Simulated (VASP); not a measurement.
# SrO in VASP: settings compared

The runs below take SrO through single point, with PBE, r2SCAN.

All numbers are computed with VASP 6.6.1; they aren't measurements. Logs are shortened: lines on timing, memory, paths and dates and some standing lists are left out, and cuts for length are marked.

### Step 1. The cell of the first run

Symmetry: P6_3/mmc, No. 194, hexagonal system. The conventional cell has a = 3.438 Å, b = 3.438 Å, c = 6.035 Å, α = 90.00°, β = 90.00°, γ = 120.00°. Sr (site symmetry -3m) has 6 O at 2.49 Å and 2 Sr at 3.02 Å within 3.3 Å. Within 3.3 Å of O (site symmetry -6m2) lie 6 Sr at 2.49 Å.

### Step 2. Single point, PBE (strain -3.5%)

Contents of INCAR:

```
SYSTEM = SrO
PREC = Accurate ; ENCUT = 520
EDIFF = 1E-6 ; ISMEAR = -1
SIGMA = 0.02 ; LREAL = .False.
LASPH = .True. ; NELM = 100
ALGO = Normal ; ISIF = 2
LWAVE = .False. ; LCHARG = .False.
GGA = PE ; NBANDS = 24
```

Contents of KPOINTS:

```
regular mesh
0
Gamma
  12 12 4
  0 0 0
```

Contents of POSCAR:

```
SrO
1.0
    3.4378120316      0.0000000000      0.0000000000
   -1.7189060158      2.9772325528      0.0000000000
    0.0000000000      0.0000000000      6.0349251164
Sr O
2 2
Direct
    0.0000000000      0.0000000000      0.0000000000
    0.0000000000      0.0000000000      0.5000000000
    0.3333333333      0.6666666667      0.2500000000
    0.6666666667      0.3333333333      0.7500000000
```

Potentials or basis: VASP PAW PBE potentials, release 64 (Sr_sv, O).

Command:

```bash
> cat potpaw_PBE.64/Sr_sv/POTCAR potpaw_PBE.64/O/POTCAR > POTCAR
> mpirun -np 1 vasp_std > vasp.out
```

OUTCAR:

```text
SYSTEM = SrO
   PREC = Accurate
   ENCUT = 520
   EDIFF = 1E-6
   ISMEAR = -1
   LREAL = .False.
   LASPH = .True.
   NELM = 100
   ISIF = 2
   GGA = PE

 ion  position               nearest neighbor table
   1  0.000  0.000  0.000-   3 2.49   4 2.49   3 2.49   4 2.49   4 2.49   3 2.49   2 3.02   2 3.02
                             2 4.57   2 4.57   2 4.57   2 4.57   2 4.57   2 4.57   2 4.57   2 4.57
   2  0.000  0.000  0.500-   3 2.49   4 2.49   3 2.49   4 2.49   4 2.49   3 2.49   1 3.02   1 3.02
                             1 4.57   1 4.57   1 4.57   1 4.57   1 4.57   1 4.57   1 4.57   1 4.57
   3  0.333  0.667  0.250-   1 2.49   2 2.49   1 2.49   2 2.49   1 2.49   2 2.49
   4  0.667  0.333  0.750-   1 2.49   2 2.49   1 2.49   2 2.49   1 2.49   2 2.49

  LATTYP: Found a hexagonal cell.
 ALAT       =     3.4378120316
 C/A-ratio  =     1.7554552317

  Lattice vectors:

 A1 = (   3.4378120316,   0.0000000000,   0.0000000000)
 A2 = (  -1.7189060158,   2.9772325528,   0.0000000000)
 A3 = (   0.0000000000,   0.0000000000,   6.0349251164)

Analysis of symmetry for initial positions (statically):
=====================================================================
 Subroutine PRICEL returns:
 Original cell was already a primitive cell.

 Routine SETGRP: Setting up the symmetry group for a
 hexagonal supercell.

 Subroutine GETGRP returns: Found 24 space group operations
 (whereof 12 operations were pure point group operations)
 out of a pool of 24 trial point group operations.

The static configuration has the point symmetry D_3d.
 The point group associated with its full space group is D_6h.

Analysis of symmetry for dynamics (positions and initial velocities):
=====================================================================
 Subroutine PRICEL returns:
 Original cell was already a primitive cell.

 Routine SETGRP: Setting up the symmetry group for a
 hexagonal supercell.

 Subroutine GETGRP returns: Found 24 space group operations
 (whereof 12 operations were pure point group operations)
 out of a pool of 24 trial point group operations.

The dynamic configuration has the point symmetry D_3d.
 The point group associated with its full space group is D_6h.

 Subroutine INISYM returns: Found 24 space group operations
 (whereof 12 operations are pure point group operations),
 and found     1 'primitive' translations

----------------------------------------------------------------------------------------
[... 96 lines left out ...]
   NELM   =    100;   NELMIN=  2; NELMDL= -5     # of ELM steps
   EDIFF  = 0.1E-05   stopping-criterion for ELM
   LREAL  =      F    real-space projection
   EDIFFG = 0.1E-04   stopping-criterion for IOM
   NSW    =      0    number of steps for IOM
   IBRION =     -1    ionic relax: 0-MD 1-quasi-New 2-CG
   NFREE  =      0    steps in history (QN), initial steepest desc. (CG)
   ISIF   =      2    stress and relaxation
   ISYM   =      2    0-nonsym 1-usesym 2-fastsym
   POTIM  = 0.5000    time-step for ionic-motion
   TEBEG  =    0.0;   TEEND  =   0.0 temperature during run
   PSTRESS=    0.0 pullay stress
   NELECT =      32.0000    total number of electrons
   NUPDOWN=      -1.0000    fix difference up-down
   EMIN   =  10.00;   EMAX   =-10.00  energy-range for DOS
   EFERMI =   0.00;   METHOD = LEGACY
   ISMEAR =    -1;   SIGMA  =   0.02  broadening in eV -4-tet -1-fermi 0-gaus
   EFERMI_NEDOS =   21; number of points for ismear=-14 and -15
   IALGO  =     38    algorithm
   IMIX   =      4    mixing-type and parameters
     AMIX     =   0.40;   BMIX     =  1.00
     AMIX_MAG =   1.60;   BMIX_MAG =  1.00
  volume/ion in A,a.u.               =      15.44       104.21
  Fermi-wavevector in a.u.,A,eV,Ry     =   1.314829  2.484666 23.521411  1.728775
  Thomas-Fermi vector in A             =   2.445054
   LORBIT       =      0    0 simple, 1 ext, 2 COOP (PROOUT), +10 PAW based schemes
   GGA     = PE    functional components
   LHFCALC =     F    Hartree Fock is set to
   AEXX    =    0.0000 exact exchange contribution
   IVDW    =     0    specifies the selected vdW correction
   LEPSILON=     F    determine dielectric tensor
   LRPA    =     F    only Hartree local field effects (RPA)
 non-spin polarized calculation
  energy-cutoff  :      520.00
  volume of cell :       61.77
 maximum number of plane-waves:      1684
 NGX is ok and might be reduce to    28
   NGX = 13   NGY = 13   NGZ = 23

 number of electron      32.0000005 magnetization

 Free energy of the ion-electron system (eV)
  ---------------------------------------------------
  ext. energy  EPLUGINS =         0.00000000
  ---------------------------------------------------
  free energy    TOTEN  =       -23.11827949 eV

  energy without entropy =      -23.11827949  energy(sigma->0) =      -23.11827949

 E-fermi :   2.8046     XC(G=0): -10.4840

 val. band max:        2.3492745465   @ k =   0.3333   0.3333   0.0000
 cond. band min:       5.8302471664   @ k =   0.0000   0.0000   0.0000
 fundamental gap:      3.4809726198
 Fermi energy:         2.8045851023

 k-point     1 :       0.0000    0.0000    0.0000
  band No.  band energies     occupation
      1     -30.2975      2.00000
      2     -29.9824      2.00000
      3     -15.1956      2.00000
      4     -13.0300      2.00000
      5     -11.8022      2.00000
      6     -11.8022      2.00000
[... 637 lines left out ...]
     23      12.2976      0.00000
     24      12.3002      0.00000

 [... further k-points ...]

------------------------ aborting loop because EDIFF is reached ----------------------------------------

  FORCE on cell =-STRESS in cart. coord.  units (eV):
  Direction    XX          YY          ZZ          XY          YZ          ZX
  --------------------------------------------------------------------------------------
  -------------------------------------------------------------------------------------
  Total        5.5517280      5.5517280      6.3870950      0.0000000      0.0000000      0.0000000
  in kB      144.0031501    144.0031501    165.6712650      0.0000000      0.0000000      0.0000000
  external PRESSURE =     151.2258551 kB  Pullay stress =       0.0000000 kB

 VOLUME and BASIS-vectors are now :
 -----------------------------------------------------------------------------
  energy-cutoff  :      520.00
  volume of cell :       61.77
      direct lattice vectors                 reciprocal lattice vectors
     3.437812032  0.000000000  0.000000000     0.290882687  0.167941197  0.000000000
    -1.718906016  2.977232553  0.000000000     0.000000000  0.335882395  0.000000000
     0.000000000  0.000000000  6.034925116     0.000000000  0.000000000  0.165702139

 POSITION                                       TOTAL-FORCE (eV/Angst)
 -----------------------------------------------------------------------------------
      0.00000      0.00000      0.00000        -0.000000      0.000000      0.000000
      0.00000      0.00000      3.01746         0.000000      0.000000      0.000000
     -0.00000      1.98482      1.50873        -0.000000      0.000000     -0.000000
      1.71891      0.99241      4.52619         0.000000     -0.000000      0.000000
 -----------------------------------------------------------------------------------
    total drift:                                0.000000     -0.000000      0.000000

  FREE ENERGIE OF THE ION-ELECTRON SYSTEM (eV)
  ---------------------------------------------------
  free  energy   TOTEN  =       -23.1182794943 eV

  energy  without entropy=      -23.1182794943  energy(sigma->0) =      -23.11827949
```

stdout:

```text
POSCAR found type information on POSCAR SrO
 POSCAR found :  2 types and       4 ions
 scaLAPACK will be used
 LDA part: xc-table for (Slater+PW92), standard interpolation
 POSCAR, INCAR and KPOINTS ok, starting setup
 FFT: planning ... GRIDC
 FFT: planning ... GRID_SOFT
 FFT: planning ... GRID
 WAVECAR not read
 entering main loop
```

Wall time 42 s (1 thread of AMD EPYC 9R45 (Zen 5), shared host); peak memory 0.2 GiB.

What came out:

- Free energy: -23.1183 eV
- Pressure: 15.1 GPa
- Band gap on the k mesh: 3.48 eV (least direct gap 3.59 eV)

Levels at points of the mesh, in eV from the valence-band top:
```csv
k point,band 14,band 15,band 16,band 17,band 18,band 19
"(0.00, 0.00, 0.00)",-0.21,-0.11,-0.11,3.48,4.91,6.73
"(0.50, 0.00, 0.00)",-0.56,-0.23,-0.13,3.56,5.92,7.33
"(0.00, 0.00, 0.50)",-0.74,-0.74,-0.74,5.70,5.70,7.15
"(0.50, 0.00, 0.50)",-1.02,-0.80,-0.80,4.93,4.93,8.93
```

Caveat: the cell differs from its parent crystal (strain -3.5%); the cell stands under pressure. A k mesh can miss the band edges.

(Part 1 of 2 ends here.)
